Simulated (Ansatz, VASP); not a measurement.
## C: VASP beside Ansatz

POSCAR

```
C
1.0
    0.0000000000      2.2271823685      2.2271823685
    2.2271823685      0.0000000000      2.2271823685
    2.2271823685      2.2271823685      0.0000000000
C
2
Direct
    0.0000000000      0.0000000000      0.0000000000
    0.2500000000      0.2500000000      0.2500000000
```

INCAR.step1

```
SYSTEM = C
PREC = Accurate
ENCUT = 600
ISMEAR = 0
SIGMA = 0.1
LREAL = .FALSE.
LASPH = .TRUE.
NELM = 100
GGA = PE
ALGO = Normal
EDIFF = 1E-4
LWAVE = .TRUE.
LCHARG = .FALSE.
```

File INCAR.step2:

```
SYSTEM = C
PREC = Accurate
ENCUT = 600
EDIFF = 1E-6
ISMEAR = 0
SIGMA = 0.1
LREAL = .FALSE.
LASPH = .TRUE.
NELM = 100
ALGO = Normal
ISIF = 3
LWAVE = .FALSE.
LCHARG = .FALSE.
METAGGA = R2SCAN
LMIXTAU = .TRUE.
IBRION = 2
NSW = 80
EDIFFG = -0.05
ISTART = 1
```

KPOINTS

```
regular mesh
0
G
  8 8 8
  0 0 0
```

Input for Ansatz:

```yaml
crystal:
  lattice:
    - [0.0, 2.2271823685, 2.2271823685]
    - [2.2271823685, 0.0, 2.2271823685]
    - [2.2271823685, 2.2271823685, 0.0]
  atoms:
    - { symbol: C, position: [0.0, 0.0, 0.0] }
    - { symbol: C, position: [0.25, 0.25, 0.25] }
basis:
  ecutwfc: 500
kpoints:
  mp_grid: { grid: [8, 8, 8] }
hamiltonian:
  xc: r2scan
scf:
  occupations: { method: gaussian, width: 0.1 }
output:
  forces: true
  stress: true
  eigenvalues: true
relax:
  adjacent_minimum: "off"
  f_tol: 0.05
  max_steps: 60
  cell: { stress_tol: 0.5 }
```

Alike in both runs: task relaxation of cell and atoms; functional r2SCAN; k mesh 8 × 8 × 8; occupations gaussian, width 0.1 eV; no spin polarisation.

```csv
,VASP,Ansatz
version,VASP 6.6.1,Ansatz 0.2.0
potentials or method,"VASP PAW PBE potentials, release 64 (C), cutoff 600 eV","scalar-relativistic, plane waves, PAW"
valence electrons in the cell,8,8
```

VASP gave:

```
gap on the k mesh at the Fermi level, each at its own relaxed structure (eV) : 4.34
relaxed volume (Å³/atom)                                                     : 5.65
relaxed cell length with the largest relative difference (Å)                 : 2.519
```

Which values does Ansatz return?

gap on the k mesh at the Fermi level, each at its own relaxed structure (eV): 4.37; relaxed volume (Å³/atom): 5.64; relaxed cell length with the largest relative difference (Å): 2.517.

VASP's potentials were made for PBE, not for r2SCAN.

Noted on VASP's run: the volume moved by over 15 % at a fixed basis, so the end points are rough.
